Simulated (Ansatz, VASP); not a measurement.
**Two plane-wave programs on Cd2Se5**

```
CELL_PARAMETERS angstrom
3.99718 2.30777 4.51218
-3.99718 2.30777 4.51218
0.00000 -4.61554 4.51218
ATOMIC_POSITIONS crystal
Cd 0.50000 0.50000 0.50000
Cd 0.00000 0.00000 0.00000
Se 0.17038 0.82962 0.50000
Se 0.50000 0.17038 0.82962
Se 0.82962 0.50000 0.17038
Se 0.18498 0.18498 0.18498
Se 0.81502 0.81502 0.81502
```

Alike in both runs: functional PBE; k mesh 3 × 3 × 3; occupations gaussian, width 0.2 eV; no spin polarisation.

Ansatz relaxed the structure, and its values are those at the end. VASP's run is a single point on that final structure, the one shown.

|  | VASP | Ansatz |
| --- | --- | --- |
| version | VASP 6.6.1 | Ansatz 0.2.0 |
| potentials or method | VASP PAW PBE potentials, release 64 (Cd, Se), cutoff 500 eV | scalar-relativistic, plane waves, PAW |
| valence electrons in the cell | 54 | 120 |

```csv
,VASP,Ansatz,Ansatz less VASP
gap on the k mesh at the Fermi level (eV),none,none,-
pressure (GPa),0.7,0.5,-0.14
rms of the force components (eV/Å),0.033,0.012,-0.0203
```

A gap of «none» marks a metal or a gap that the smearing closes. The functional is the same, so the differences come from potentials, cutoffs and numerics. VASP's potentials hold 54 valence electrons a cell and Ansatz's 120, so a difference there can come from the potentials and not from the codes.
